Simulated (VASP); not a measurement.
The system is AgCl.

```xyz
4
Lattice="3.5300 0.0000 0.0000 0.0000 4.0110 0.0000 -0.9726 0.0000 5.1520" Properties=species:S:1:pos:R:3 pbc="T T T"
Ag    0.3500    1.0028    1.0819
Ag    2.2075    3.0083    4.0701
Cl    0.4016    1.0028    3.6322
Cl    2.1559    3.0083    1.5198
```

Base run:

```yaml
Program: VASP 6.6.1
Functional: r2SCAN
Potentials_or_basis: VASP PAW PBE potentials, release 64 (Ag, Cl)
Cutoff: 520 eV
k_mesh: 8 × 8 × 6
Occupations: gaussian, width 0.05 eV
Spin: no spin polarisation
```

Its results: band gap on the k mesh 1.29 eV (least direct gap 2.97 eV); pressure 8.8 GPa; largest force 0.967 eV/Å.

Q: The run is repeated on the same cell with these changes: functional from r2SCAN to PBE. What comes out?

A: Band gap on the k mesh 0.76 eV (least direct gap 2.41 eV); pressure 10.1 GPa; largest force 0.881 eV/Å.

Caveats: the cell stands under pressure; the PAW data sets were made with another functional, which shifts forces and pressure a little (at least some runs); semilocal functionals underestimate gaps, and a narrow one can read as zero (at least some runs).

A k mesh can miss the band edges.
